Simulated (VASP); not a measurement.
Here is a VASP 6.6.1 calculation.

File INCAR:

```
SYSTEM = Au
ALGO     = Normal         ! electronic algorithm
EDIFF    = 1E-7           ! SCF threshold, eV
ENCUT    = 520            ! plane-wave cutoff, eV
GGA      = PS             ! functional
ISIF     = 2              ! what is computed and relaxed
ISMEAR   = 0              ! smearing method
LASPH    = .True.         ! aspherical terms in the spheres
LCHARG   = .False.        ! write CHGCAR
LREAL    = .False.        ! projectors in reciprocal space
LWAVE    = .False.        ! write WAVECAR
NBANDS   = 12             ! bands
NELM     = 80             ! most SCF steps
PREC     = Accurate       ! precision mode
SIGMA    = 0.1            ! smearing width, eV
```

Contents of KPOINTS:

```
k-points
0
Gamma
  18 18 18
  0 0 0
```

Contents of POSCAR:

```
Au
1.0
    0.0000000000      2.0418614720      2.0418614720
    2.0418614720      0.0000000000      2.0418614720
    2.0418614720      2.0418614720      0.0000000000
Au
1
Direct
    0.0000000000      0.0000000000      0.0000000000
```

Potentials or basis: VASP PAW PBE potentials, release 64 (Au).

Launch:

```console
$ cat potpaw_PBE.64/Au/POTCAR > POTCAR
$ mpirun -np 1 vasp_std > vasp.out
```

Q: Estimate the pressure.

A: -0.3 GPa.

Caveat: the PAW data sets were made with another functional, which shifts forces and pressure a little.
